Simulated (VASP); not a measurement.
# Sr2SnN2 (I4/mmm) in VASP: further runs, part 3 of 3

VASP 6.6.1.

## (4) Single point, PBE

This run uses another cell than the first one, of 22.54 Å³/atom.

Input file INCAR:

```
PREC     = Accurate       # precision mode
ENCUT    = 520            # plane-wave cutoff, eV
EDIFF    = 1E-6           # SCF threshold, eV
ISMEAR   = -1             # smearing method
SIGMA    = 0.01           # smearing width, eV
LREAL    = F              # projectors in reciprocal space
LASPH    = T              # aspherical terms in the spheres
NELM     = 80             # most SCF steps
ALGO     = Normal         # electronic algorithm
ISIF     = 2              # what is computed and relaxed
LWAVE    = F              # write WAVECAR
LCHARG   = F              # write CHGCAR
GGA      = PE             # functional
NBANDS   = 30             # bands
```

Input file KPOINTS:

```
regular mesh
0
Gamma
  8 8 8
```

Input file POSCAR:

```
Sr2SnN2
1.0
   -1.9895457253      1.9895457253      7.1167331846
    1.9895457253     -1.9895457253      7.1167331846
    1.9895457253      1.9895457253     -7.1167331846
Sr Sn N
2 1 2
Direct
    0.1601385000      0.1601385000      0.0000000000
    0.8398615000      0.8398615000      0.0000000000
    0.5000000000      0.5000000000      0.0000000000
    0.6524670000      0.6524670000      0.0000000000
    0.3475330000      0.3475330000      0.0000000000
```

Potentials or basis: VASP PAW PBE potentials, release 64 (Sr_sv, Sn_d, N).

Launch:

```console
> cat potpaw_PBE.64/Sr_sv/POTCAR potpaw_PBE.64/Sn_d/POTCAR potpaw_PBE.64/N/POTCAR > POTCAR
> mpirun -np 1 vasp_std > vasp.out
```

OUTCAR:

```text
PREC = Accurate
   ENCUT = 520
   EDIFF = 1E-6
   ISMEAR = -1
   LREAL = F
   LASPH = T
   NELM = 80
   ISIF = 2
   GGA = PE

 ion  position               nearest neighbor table
   1  0.160  0.160  0.000-   5 2.67   4 2.82   4 2.82   4 2.82   4 2.82   3 3.62   3 3.62   3 3.62
                             3 3.62   2 3.80   2 3.80   2 3.80   2 3.80   2 4.56
   2  0.840  0.840  0.000-   4 2.67   5 2.82   5 2.82   5 2.82   5 2.82   3 3.62   3 3.62   3 3.62
                             3 3.62   1 3.80   1 3.80   1 3.80   1 3.80   1 4.56
   3  0.500  0.500  0.000-   4 2.17   5 2.17   1 3.62   2 3.62   1 3.62   1 3.62   1 3.62   2 3.62
                             2 3.62   2 3.62
   4  0.652  0.652  0.000-   3 2.17   2 2.67   1 2.82   1 2.82   1 2.82   1 2.82
   5  0.348  0.348  0.000-   3 2.17   1 2.67   2 2.82   2 2.82   2 2.82   2 2.82

  LATTYP: Found a body centered tetragonal cell.
 ALAT       =     3.9790914506
 C/A-ratio  =     3.5770643992

  Lattice vectors:

 A1 = (  -1.9895457253,   1.9895457253,   7.1167331846)
 A2 = (   1.9895457253,  -1.9895457253,   7.1167331846)
 A3 = (   1.9895457253,   1.9895457253,  -7.1167331846)

Analysis of symmetry for initial positions (statically):
=====================================================================
 Subroutine PRICEL returns:
 Original cell was already a primitive cell.

 Routine SETGRP: Setting up the symmetry group for a
 body centered tetragonal supercell.

 Subroutine GETGRP returns: Found 16 space group operations
 (whereof 16 operations were pure point group operations)
 out of a pool of 16 trial point group operations.

The static configuration has the point symmetry D_4h.

Analysis of symmetry for dynamics (positions and initial velocities):
=====================================================================
 Subroutine PRICEL returns:
 Original cell was already a primitive cell.

 Routine SETGRP: Setting up the symmetry group for a
 body centered tetragonal supercell.

 Subroutine GETGRP returns: Found 16 space group operations
 (whereof 16 operations were pure point group operations)
 out of a pool of 16 trial point group operations.

The dynamic configuration has the point symmetry D_4h.

 Subroutine INISYM returns: Found 16 space group operations
 (whereof 16 operations are pure point group operations),
 and found     1 'primitive' translations

----------------------------------------------------------------------------------------

                                     Primitive cell

  volume of cell :     112.6804

  direct lattice vectors                    reciprocal lattice vectors
    -1.989545725  1.989545725  7.116733185     0.000000000  0.251313651  0.070256955
     1.989545725 -1.989545725  7.116733185     0.251313651  0.000000000  0.070256955
     1.989545725  1.989545725 -7.116733185     0.251313651  0.251313651  0.000000000

  length of vectors
     7.652743012  7.652743012  7.652743012     0.260949403  0.260949403  0.355411174

  position of ions in fractional coordinates (direct lattice)
     0.160138500  0.160138500  0.000000000
     0.839861500  0.839861500  0.000000000
     0.500000000  0.500000000  0.000000000
[... 34 lines left out ...]

 Found     59 irreducible k-points:

 Following reciprocal coordinates:
            Coordinates               Weight
  0.000000  0.000000  0.000000      1.000000
  0.125000  0.000000  0.000000      8.000000
  0.250000  0.000000  0.000000      8.000000
  0.375000  0.000000 -0.000000      8.000000
  0.500000  0.000000  0.000000      4.000000
  0.125000  0.125000  0.000000      8.000000
[... 16 lines left out ...]
  0.250000  0.125000  0.125000     16.000000
  0.375000  0.125000  0.125000      8.000000
 [... further k-points ...]
   k-points           NKPTS =     59   k-points in BZ     NKDIM =     59   number of bands    NBANDS=     30
   number of dos      NEDOS =    301   number of ions     NIONS =      5
   total plane-waves  NPLWV = 216000
   dimension x,y,z NGX =    60 NGY =   60 NGZ =   60
   dimension x,y,z NGXF=   120 NGYF=  120 NGZF=  120
   ions per type =               2   1   2
   NGX,Y,Z   is equivalent  to a cutoff of  13.03, 13.03, 13.03 a.u.
   NGXF,Y,Z  is equivalent  to a cutoff of  26.07, 26.07, 26.07 a.u.
 SYSTEM =  unknown system
   PREC   = accura    normal or accurate (medium, high low for compatibility)
   ISTART =      0    job   : 0-new  1-cont  2-samecut
   ICHARG =      2    charge: 1-file 2-atom 10-const
   ISPIN  =      1    spin polarized calculation?
   LNONCOLLINEAR =      F non collinear calculations
   LSORBIT =      F    spin-orbit coupling
   LASPH  =      T    aspherical Exc in radial PAW
   ENCUT  =  520.0 eV  38.22 Ry    6.18 a.u.  14.23 14.23 14.23*2*pi/ulx,y,z
   NELM   =     80;   NELMIN=  2; NELMDL= -5     # of ELM steps
   EDIFF  = 0.1E-05   stopping-criterion for ELM
   LREAL  =      F    real-space projection
   EDIFFG = 0.1E-04   stopping-criterion for IOM
   NSW    =      0    number of steps for IOM
   IBRION =     -1    ionic relax: 0-MD 1-quasi-New 2-CG
   NFREE  =      0    steps in history (QN), initial steepest desc. (CG)
   ISIF   =      2    stress and relaxation
   ISYM   =      2    0-nonsym 1-usesym 2-fastsym
   POTIM  = 0.5000    time-step for ionic-motion
   TEBEG  =    0.0;   TEEND  =   0.0 temperature during run
   PSTRESS=    0.0 pullay stress
   NELECT =      44.0000    total number of electrons
   NUPDOWN=      -1.0000    fix difference up-down
   EMIN   =  10.00;   EMAX   =-10.00  energy-range for DOS
   EFERMI =   0.00;   METHOD = LEGACY
   ISMEAR =    -1;   SIGMA  =   0.01  broadening in eV -4-tet -1-fermi 0-gaus
   EFERMI_NEDOS =   21; number of points for ismear=-14 and -15
   IALGO  =     38    algorithm
   IMIX   =      4    mixing-type and parameters
     AMIX     =   0.40;   BMIX     =  1.00
     AMIX_MAG =   1.60;   BMIX_MAG =  1.00
  volume/ion in A,a.u.               =      22.54       152.08
  Fermi-wavevector in a.u.,A,eV,Ry     =   1.196583  2.261214 19.480974  1.431811
  Thomas-Fermi vector in A             =   2.332520
   LORBIT       =      0    0 simple, 1 ext, 2 COOP (PROOUT), +10 PAW based schemes
   GGA     = PE    functional components
   LHFCALC =     F    Hartree Fock is set to
   AEXX    =    0.0000 exact exchange contribution
   IVDW    =     0    specifies the selected vdW correction
   LEPSILON=     F    determine dielectric tensor
   LRPA    =     F    only Hartree local field effects (RPA)
 non-spin polarized calculation
  energy-cutoff  :      520.00
  volume of cell :      112.68
 maximum number of plane-waves:      3082
 NGX is ok and might be reduce to    60
   NGX = 29   NGY = 29   NGZ = 29

 number of electron      44.0000003 magnetization

 Free energy of the ion-electron system (eV)
  ---------------------------------------------------
  ext. energy  EPLUGINS =         0.00000000
  ---------------------------------------------------
  free energy    TOTEN  =       -25.65482933 eV

  energy without entropy =      -25.65445735  energy(sigma->0) =      -25.65464334

 E-fermi :   3.8315     XC(G=0):  -9.4598

 val. band max:        3.8057713290   @ k =  -0.3750   0.5000   0.3750
 cond. band min:       3.8384805821   @ k =   0.3750   0.3750  -0.0000
 fundamental gap:      0.0327092531
 Fermi energy:         3.8315081914

 k-point     1 :       0.0000    0.0000    0.0000
  band No.  band energies     occupation
      1     -30.8497      2.00000
      2     -30.8014      2.00000
      3     -17.7615      2.00000
      4     -17.7441      2.00000
      5     -17.6747      2.00000
      6     -17.5730      2.00000
[... 781 lines left out ...]
     29       9.5002      0.00000
     30      10.4555      0.00000

 [... further k-points ...]

------------------------ aborting loop because EDIFF is reached ----------------------------------------

  FORCE on cell =-STRESS in cart. coord.  units (eV):
  Direction    XX          YY          ZZ          XY          YZ          ZX
  --------------------------------------------------------------------------------------
  -------------------------------------------------------------------------------------
  Total       -3.4463316     -3.4463316     -5.4869980      0.0000000      0.0000000      0.0000000
  in kB      -49.0025995    -49.0025995    -78.0183675      0.0000000      0.0000000      0.0000000
  external PRESSURE =     -58.6745221 kB  Pullay stress =       0.0000000 kB

 VOLUME and BASIS-vectors are now :
 -----------------------------------------------------------------------------
  energy-cutoff  :      520.00
  volume of cell :      112.68
      direct lattice vectors                 reciprocal lattice vectors
    -1.989545725  1.989545725  7.116733185     0.000000000  0.251313651  0.070256955
     1.989545725 -1.989545725  7.116733185     0.251313651  0.000000000  0.070256955
     1.989545725  1.989545725 -7.116733185     0.251313651  0.251313651  0.000000000

 POSITION                                       TOTAL-FORCE (eV/Angst)
 -----------------------------------------------------------------------------------
      0.00000      0.00000      2.27933         0.000000      0.000000      0.060833
      0.00000      0.00000     11.95414         0.000000      0.000000     -0.060833
      0.00000      0.00000      7.11673         0.000000      0.000000     -0.000000
      0.00000      0.00000      9.28687         0.000000      0.000000     -0.365447
      0.00000      0.00000      4.94660        -0.000000     -0.000000      0.365447
 -----------------------------------------------------------------------------------
    total drift:                               -0.000000     -0.000000      0.000000

  FREE ENERGIE OF THE ION-ELECTRON SYSTEM (eV)
  ---------------------------------------------------
  free  energy   TOTEN  =       -25.6548293304 eV

  energy  without entropy=      -25.6544573547  energy(sigma->0) =      -25.65464334
```

Run time: 17 min. Hardware: 1 thread of Intel Xeon 8259CL, shared host; peak memory 0.58 GiB.

What came out:

```
Free energy            : -25.6548 eV
Pressure               : -5.9 GPa
Largest force          : 0.365 eV/Å
Band gap on the k mesh : zero (bands 22 and 23 overlap by 0.09 eV)
```

Forces in eV/Å, atoms in the order of the input:
```
Sr   0.000  0.000  0.061
Sr   0.000  0.000 -0.061
Sn   0.000  0.000  0.000
N    0.000  0.000 -0.365
N    0.000  0.000  0.365
```

Stress tensor (GPa, compression positive):
```
-4.90  0.00  0.00
 0.00 -4.90  0.00
 0.00  0.00 -7.80
```

Caveat: the cell stands under tension; spin-orbit coupling is left out, which moves the levels of the heavy elements.

## (5) Summary

```csv
cell,gap on the mesh (eV),pressure (GPa),largest force (eV/Å)
"a = 7.535 Å, angles 149.9, 149.9, 43.1°, 5 atoms",none,-3.5,0.22
"a = 7.594 Å, angles 149.9, 149.9, 43.1°, 5 atoms",none,-4.8,0.30
"a = 7.653 Å, angles 149.9, 149.9, 43.1°, 5 atoms",none,-5.9,0.37
```

Alike in all rows: task single point; level PBE; potentials or basis VASP PAW PBE potentials, release 64 (Sr_sv, Sn_d, N); no spin polarisation; k mesh 8 × 8 × 8; cutoff (eV) 520; smearing fermi-dirac 0.01 eV.

Caveats: the cell stands under tension; spin-orbit coupling is left out, which moves the levels of the heavy elements.

Total energies depend on the potentials used, so only differences within one code and one set of settings carry meaning.
